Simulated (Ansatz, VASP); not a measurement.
## Two plane-wave programs on BeS

```
CELL_PARAMETERS angstrom
0.00000 2.36271 2.36271
2.36271 0.00000 2.36271
2.36271 2.36271 0.00000
ATOMIC_POSITIONS crystal
Be 0.75000 0.75000 0.75000
S 0.00000 0.00000 0.00000
```

Alike in both runs: task single point; functional PBE; k mesh 8 × 8 × 8; occupations gaussian, width 0.02 eV; no spin polarisation.

```csv
,VASP,Ansatz
version,VASP 6.6.1,Ansatz 0.2.0
potentials or method,"VASP PAW PBE potentials, release 64 (Be, S)","scalar-relativistic, plane waves, norm-conserving potentials"
plane-wave cutoff (eV),600,1800
valence electrons in the cell,8,10
```

VASP gave:

- gap on the k mesh at the Fermi level (eV): 2.92
- pressure (GPa): 10.5

Q: What did Ansatz give for the same quantities?

A: gap on the k mesh at the Fermi level (eV): 2.93; pressure (GPa): 10.5.

With one functional, cell and mesh, what is left measures potentials, basis and numerics. VASP's potentials hold 8 valence electrons a cell and Ansatz's 10, so a difference there can come from the potentials and not from the codes.
